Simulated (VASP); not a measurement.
Crystal: SrTiO3.

```
Sr Ti O
1.0
     3.90528    0.00000    0.00000
     0.00000    3.90528    0.00000
     0.00000    0.00000    3.90528
Sr Ti O
1 1 3
Direct
  0.50000 0.50000 0.50000
  0.00000 0.00000 0.00000
  0.50000 0.00000 0.00000
  0.00000 0.50000 0.00000
  0.00000 0.00000 0.50000
```

| Quantity | Value |
| --- | --- |
| Program | VASP 6.6.1 |
| Task | relaxation of cell and atoms |
| Functional | PBE |
| Potentials or basis | VASP PAW PBE potentials, release 64 (Sr_sv, Ti_sv, O) |
| Cutoff | 600 eV |
| k mesh | 8 × 8 × 8 |
| Occupations | fermi-dirac, width 0.02 eV |
| Spin | no spin polarisation |

At the start: pressure 4.7 GPa; volume 11.91 Å³/atom.

Problem. How do energy, volume and symmetry change on relaxing?

Solution. Over 3 steps the energy falls by 4.6 meV/atom and the volume is 12.23 Å³/atom (+2.7 %); space group Pm-3m (No. 221, to 0.1 Å) before and after.

Step by step:
```csv
step,energy change (eV),largest force (eV/Å),pressure (GPa),volume (Å³)
1,0.0000,0.0000,4.69,59.56
2,-0.0057,0.0000,-3.75,62.62
3,-0.0232,0.0000,-0.02,61.17
```

Final structure:
```cif
data_structure
_symmetry_space_group_name_H-M 'P 1'
_symmetry_Int_Tables_number 1
_cell_length_a 3.9402
_cell_length_b 3.9402
_cell_length_c 3.9402
_cell_angle_alpha 90.000
_cell_angle_beta 90.000
_cell_angle_gamma 90.000
_cell_volume 61.17
loop_
_atom_site_label
_atom_site_type_symbol
_atom_site_fract_x
_atom_site_fract_y
_atom_site_fract_z
_atom_site_occupancy
Sr1 Sr 0.50000 0.50000 0.50000 1
Ti1 Ti 0.00000 0.00000 0.00000 1
O1 O 0.50000 0.00000 0.00000 1
O2 O 0.00000 0.50000 0.00000 1
O3 O 0.00000 0.00000 0.50000 1
```
